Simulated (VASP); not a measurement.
# Mg (I4/mmm) in VASP: further runs, part 2 of 2

VASP 6.6.1. Earlier steps stand in the parts before.

**4. Single point, PBE+D4, collinear spin, ferromagnetic start**

File INCAR:

```
SYSTEM = Mg
ALGO     = Normal         ! electronic algorithm
EDIFF    = 1E-6           ! SCF threshold, eV
ENCUT    = 520            ! plane-wave cutoff, eV
GGA      = PE             ! functional
ISIF     = 2              ! what is computed and relaxed
ISMEAR   = 0              ! smearing method
ISPIN    = 2              ! spin polarisation
ISYM     = 0            
IVDW     = 13             ! dispersion correction
LASPH    = .True.         ! aspherical terms in the spheres
LCHARG   = .False.        ! write CHGCAR
LORBIT   = 11             ! projections on sites
LREAL    = .False.        ! projectors in reciprocal space
LWAVE    = .False.        ! write WAVECAR
MAGMOM   = 5              ! initial moments
NBANDS   = 11             ! bands
NELM     = 150            ! most SCF steps
PREC     = Accurate       ! precision mode
SIGMA    = 0.1            ! smearing width, eV
```

File KPOINTS:

```
k-points
0
Gamma
  4 4 3
  0 0 0
```

File POSCAR:

```
Mg
1.0
   -1.8359916300      1.8359916300      1.6794040200
    1.8359916300     -1.8359916300      1.6794040200
    1.8359916300      1.8359916300     -1.6794040200
Mg
1
Direct
    0.0000000000      0.0000000000      0.0000000000
```

Potentials or basis: VASP PAW PBE potentials, release 64 (Mg).

On the command line:

```
$ cat potpaw_PBE.64/Mg/POTCAR > POTCAR
$ mpirun -np 1 vasp_std > vasp.out
```

OUTCAR:

```text
SYSTEM = Mg
   EDIFF = 1E-6
   ENCUT = 520
   GGA = PE
   ISIF = 2
   ISMEAR = 0
   ISPIN = 2
   ISYM = 0
   IVDW = 13
   LASPH = .True.
   LORBIT = 11
   LREAL = .False.
   NELM = 150
   PREC = Accurate

 ion  position               nearest neighbor table
   1  0.000  0.000  0.000-

IMPORTANT INFORMATION: All symmetrisations will be switched off!
NOSYMM: (Re-)initialisation of all symmetry stuff for point group C_1.

----------------------------------------------------------------------------------------

                                     Primitive cell

  volume of cell :      22.6442

  direct lattice vectors                    reciprocal lattice vectors
    -1.835991630  1.835991630  1.679404020     0.000000000  0.272332396  0.297724665
     1.835991630 -1.835991630  1.679404020     0.272332396  0.000000000  0.297724665
     1.835991630  1.835991630 -1.679404020     0.272332396  0.272332396  0.000000000

  length of vectors
     3.092269133  3.092269133  3.092269133     0.403490905  0.403490905  0.385136168

  position of ions in fractional coordinates (direct lattice)
     0.000000000  0.000000000  0.000000000

  ion indices of the primitive-cell ions
   primitive index   ion index
                 1           1

----------------------------------------------------------------------------------------

 KPOINTS: k-points

Automatic generation of k-mesh.
 Grid dimensions read from file:
 generate k-points for:    4    4    3

 Generating k-lattice:

  Cartesian coordinates                     Fractional coordinates (reciprocal lattice)
     0.000000000  0.068083099  0.074431166     0.250000000  0.000000000  0.000000000
     0.068083099  0.000000000  0.074431166     0.000000000  0.250000000  0.000000000
     0.090777465  0.090777465  0.000000000     0.000000000  0.000000000  0.333333333

  Length of vectors
     0.100872726  0.100872726  0.128378723

  Shift w.r.t. Gamma in fractional coordinates (k-lattice)
     0.000000000  0.000000000  0.000000000

 -----------------------------------------------------------------------------
|                                                                             |
|           W    W    AA    RRRRR   N    N  II  N    N   GGGG   !!!           |
|           W    W   A  A   R    R  NN   N  II  NN   N  G    G  !!!           |
|           W    W  A    A  R    R  N N  N  II  N N  N  G       !!!           |
|           W WW W  AAAAAA  RRRRR   N  N N  II  N  N N  G  GGG   !            |
|           WW  WW  A    A  R   R   N   NN  II  N   NN  G    G                |
|           W    W  A    A  R    R  N    N  II  N    N   GGGG   !!!           |
|                                                                             |
|     Your reciprocal lattice and k-lattice belong to different lattice       |
|     classes:                                                                |
|                                                                             |
|        The reciprocal lattice is body-centered tetragonal,                  |
|        whereas your k-lattice is base-centered monoclinic.                  |
|                                                                             |
|     Results are often still useful ...                                      |
|                                                                             |
 -----------------------------------------------------------------------------

 WARNING: IBZKPT: internal override: KBLOWUP is changed to .FALSE.
      ... skipping the blow-up phase ...

 Subroutine IBZKPT returns following result:
 ===========================================

 Found     26 irreducible k-points:

 Following reciprocal coordinates:
            Coordinates               Weight
  0.000000  0.000000  0.000000      1.000000
  0.250000 -0.000000  0.000000      2.000000
[... 58 lines left out ...]
   IALGO  =     38    algorithm
   IMIX   =      4    mixing-type and parameters
     AMIX     =   0.40;   BMIX     =  1.00
     AMIX_MAG =   1.60;   BMIX_MAG =  1.00
  volume/ion in A,a.u.               =      22.64       152.81
  Fermi-wavevector in a.u.,A,eV,Ry     =   0.729065  1.377732  7.231974  0.531535
  Thomas-Fermi vector in A             =   1.820694
   LORBIT       =     11    0 simple, 1 ext, 2 COOP (PROOUT), +10 PAW based schemes
   GGA     = PE    functional components
   LHFCALC =     F    Hartree Fock is set to
   AEXX    =    0.0000 exact exchange contribution
   IVDW    =    13    specifies the selected vdW correction
   LEPSILON=     F    determine dielectric tensor
   LRPA    =     F    only Hartree local field effects (RPA)
 spin polarized calculation
 Gauss-broadening in eV      SIGMA  =   0.10
  energy-cutoff  :      520.00
  volume of cell :       22.64
 maximum number of plane-waves:       624
 NGX is ok and might be reduce to    24
   NGX = 11   NGY = 11   NGZ = 11

 number of electron       2.0000000 magnetization       0.1203863

 Free energy of the ion-electron system (eV)
  ---------------------------------------------------
  ext. energy  EPLUGINS =         0.00000000
  ---------------------------------------------------
  free energy    TOTEN  =        -1.49994539 eV

  energy without entropy =       -1.49422514  energy(sigma->0) =       -1.49708526

 E-fermi :   3.1267     XC(G=0):  -8.5338

 val. band max:        3.1127350060   @ k =   0.2500   0.0000   0.3333
 cond. band min:       3.1592043700   @ k =   0.5000   0.5000   0.3333
 fundamental gap:      0.0464693640
 Fermi energy:         3.1266566891

 spin component 1

 k-point     1 :       0.0000    0.0000    0.0000
  band No.  band energies     occupation
      1      -4.3617      1.00000
      2      14.6128      0.00000
      3      16.4401      0.00000
      4      16.5005      0.00000
      5      16.7617      0.00000
      6      17.0316      0.00000
      7      17.0359      0.00000
      8      18.6880      0.00000
      9      18.9059      0.00000
     10      19.3171      0.00000
     11      19.3776      0.00000
[... 310 lines left out ...]
  band No.  band energies     occupation
      1      -0.5490      1.00000
      2       6.3850      0.00000
      3       9.5996      0.00000
      4       9.7425      0.00000
      5      11.8448      0.00000
      6      16.8993      0.00000
      7      19.2914      0.00000
      8      21.6366      0.00000
      9      23.0114      0.00000
     10      26.1603      0.00000
     11      30.8602      0.00000

 [... further k-points ...]

 spin component 2

 k-point     1 :       0.0000    0.0000    0.0000
  band No.  band energies     occupation
      1      -4.2001      1.00000
      2      14.7603      0.00000
      3      16.5833      0.00000
      4      16.6432      0.00000
      5      16.9857      0.00000
      6      17.1469      0.00000
      7      17.1526      0.00000
      8      18.8204      0.00000
      9      19.0171      0.00000
     10      19.5011      0.00000
     11      19.5609      0.00000
[... 310 lines left out ...]
  band No.  band energies     occupation
      1      -0.3878      1.00000
      2       6.5555      0.00000
      3       9.7971      0.00000
      4       9.8902      0.00000
      5      11.9427      0.00000
      6      17.0289      0.00000
      7      19.4324      0.00000
      8      21.7605      0.00000
      9      23.1323      0.00000
     10      26.3109      0.00000
     11      31.0282      0.00000

 [... further k-points ...]

------------------------ aborting loop because EDIFF is reached ----------------------------------------

  DFT-D4 for vdW energy calculation

  Edisp (eV):   -0.16494

  FORCE on cell =-STRESS in cart. coord.  units (eV):
  Direction    XX          YY          ZZ          XY          YZ          ZX
  --------------------------------------------------------------------------------------
  -------------------------------------------------------------------------------------
  Total      -0.28588    -0.28588     0.29493     0.21409     0.30359     0.30359
  in kB     -20.22733   -20.22745    20.86786    15.14775    21.48020    21.48028
  external pressure =       -6.53 kB  Pullay stress =        0.00 kB

 VOLUME and BASIS-vectors are now :
 -----------------------------------------------------------------------------
  energy-cutoff  :      520.00
  volume of cell :       22.64
      direct lattice vectors                 reciprocal lattice vectors
    -1.835991630  1.835991630  1.679404020     0.000000000  0.272332396  0.297724665
     1.835991630 -1.835991630  1.679404020     0.272332396  0.000000000  0.297724665
     1.835991630  1.835991630 -1.679404020     0.272332396  0.272332396  0.000000000

 POSITION                                       TOTAL-FORCE (eV/Angst)
 -----------------------------------------------------------------------------------
      0.00000      0.00000      0.00000        -0.000000     -0.000000     -0.000000
 -----------------------------------------------------------------------------------
    total drift:                               -0.000000     -0.000000     -0.000000

  FREE ENERGIE OF THE ION-ELECTRON SYSTEM (eV)
  ---------------------------------------------------
  free  energy   TOTEN  =        -1.6648823510 eV

  energy  without entropy=       -1.6591621104  energy(sigma->0) =       -1.66202223

 total charge

# of ion       s       p       d       tot
------------------------------------------
    1        0.215   0.123   0.013   0.351

 magnetization (x)

# of ion       s       p       d       tot
------------------------------------------
    1        0.004   0.012   0.002   0.018
```

It took 6.3 s on 1 thread of Intel Xeon 6975P-C (Granite Rapids), shared host; peak memory 0.14 GiB.

What came out:

```
Free energy                                           : -1.6649 eV
Pressure                                              : -0.7 GPa
Net moment                                            : 0.12 μB per cell
Valence electrons inside the program's atomic spheres : Mg 0.35
Dispersion energy per atom                            : -0.165 eV
```

Stress tensor (GPa, compression positive):
```
-2.02  1.51  2.15
 1.51 -2.02  2.15
 2.15  2.15  2.09
```

Levels at points of the mesh, in eV from the Fermi level:
Spin up:
```tsv
k point	band 1	band 2	band 3	band 4	band 5
(0.00, 0.00, 0.00)	-7.49	11.49	13.31	13.37	13.64
(0.50, 0.00, 0.00)	-1.86	-1.13	7.71	8.53	9.27
(0.00, 0.50, 0.00)	-1.86	-1.13	7.71	8.53	9.27
(0.50, 0.50, 0.00)	-2.25	-1.80	9.36	10.04	11.06
```
Spin down:
```
           k point  band 1  band 2  band 3  band 4
(0.00, 0.00, 0.00)   -7.33   11.63   13.46   13.52
(0.50, 0.00, 0.00)   -1.66   -1.01    7.88    8.65
(0.00, 0.50, 0.00)   -1.66   -1.01    7.88    8.65
(0.50, 0.50, 0.00)   -2.07   -1.66    9.47   10.22
```

Caveat: the k points lie up to 0.81 Å⁻¹ apart; pairwise dispersion overbinds metals, which lowers pressure and volume.

**5. The runs side by side**

| level | spin | k mesh | smearing | gap on the mesh (eV) | pressure (GPa) |
| --- | --- | --- | --- | --- | --- |
| PBE | off | 6 × 6 × 6 | gaussian 0.1 eV | none | 0.5 |
| PBE | off | 6 × 6 × 6 | fermi-dirac 0.0680285 eV | none | 0.5 |
| PBE+D4 | collinear, ferromagnetic start | 4 × 4 × 3 | gaussian 0.1 eV | none | -0.7 |

Alike in all rows: task single point; potentials or basis VASP PAW PBE potentials, release 64 (Mg); cell as given; cutoff (eV) 520.

Caveats: all runs use coarse meshes; pairwise dispersion overbinds metals, which lowers pressure and volume (some runs).

Total energies depend on the potentials used, so only differences within one code and one set of settings carry meaning.
